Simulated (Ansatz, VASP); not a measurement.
AlSn: VASP beside Ansatz

```
CELL_PARAMETERS angstrom
3.89718 0.00000 0.00000
-1.94859 3.37505 0.00000
0.00000 0.00000 3.06980
ATOMIC_POSITIONS crystal
Al 0.00000 0.00000 0.00000
Sn 0.33333 0.66667 0.50000
```

Change from the starting cell: volume scaled by 0.8, LAPW.

Alike in both runs: task single point; functional PBEsol; k mesh 10 × 10 × 11; occupations fermi-dirac, width 0.05 eV; no spin polarisation.

|  | VASP | Ansatz |
| --- | --- | --- |
| version | VASP 6.6.1 | Ansatz 0.2.0 |
| potentials or method | VASP PAW PBE potentials, release 64 (Al, Sn_d), cutoff 520 eV | all-electron LAPW, scalar-relativistic |

|  | VASP | Ansatz | Ansatz less VASP |
| --- | --- | --- | --- |
| pressure (GPa) | 15.5 | 15.5 | +0.05 |
| traceless stress, the component that is largest in VASP (GPa) | 1.22 | 1.24 | +0.018 |

VASP's potentials were made for PBE, not for PBEsol. Ansatz ran all-electron here, and VASP with PAW potentials.
